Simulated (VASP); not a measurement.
Set up this calculation in VASP 6.6.1, as the native input.

* Task: relaxation of cell and atoms
* Functional: PBEsol
* Potentials or basis: VASP PAW PBE potentials, release 64 (Zn, S)
* Cutoff: 600 eV
* k mesh: 8 × 8 × 8
* Occupations: fermi-dirac, width 0.02 eV
* Spin: no spin polarisation
* Dipole correction: no
* Further INCAR settings: ALGO = Normal; EDIFF = 1e-06; IBRION = 2; EDIFFG = -0.005; NSW = 80; ISIF = 3

The structure of ZnS lies in POSCAR:

```
ZnS
1.0
    0.0000000000      2.7214990586      2.7214990586
    2.7214990586      0.0000000000      2.7214990586
    2.7214990586      2.7214990586      0.0000000000
Zn S
1 1
Direct
    0.2500000000      0.2500000000      0.2500000000
    0.0000000000      0.0000000000      0.0000000000
```

These files were run (other wordings do the same):

INCAR

```
  PREC = Accurate
  ENCUT = 600
  EDIFF = 1E-6
  ISMEAR = -1
  SIGMA = 0.02
  LREAL = False
  LASPH = True
  NELM = 60
  ALGO = Normal
  ISIF = 3
  LWAVE = False
  LCHARG = False
  GGA = PS
  IBRION = 2
  NSW = 80
  EDIFFG = -0.005
```

KPOINTS

```
Automatic mesh
0
Gamma
  8 8 8
```

Potentials or basis: VASP PAW PBE potentials, release 64 (Zn, S).

Command:

```bash
$ cat potpaw_PBE.64/Zn/POTCAR potpaw_PBE.64/S/POTCAR > POTCAR
$ mpirun -np 1 vasp_std > vasp.out
```

Results of the run:

The relaxed volume is 19.28 Å³/atom and the relaxed cell is a = 3.792 Å, b = 3.792 Å, c = 3.792 Å, α = 60.00°, β = 60.00°, γ = 60.00°. The space group after relaxing (to 0.05 Å) is F-43m (No. 216). The energy gained by relaxing is 9.5 meV/atom, the ionic steps are 5 and the pressure after relaxing is 0.0 GPa. The band gap on the k mesh is 2.08 eV, direct.

Caveat: the PAW data sets were made with another functional, which shifts forces and pressure a little.

It took 65 s on 1 thread of Intel(R) Xeon(R) Platinum 8259CL CPU @ 2.50GHz (Skylake/Cascade Lake), on a shared host, peak memory 0.19 GiB.
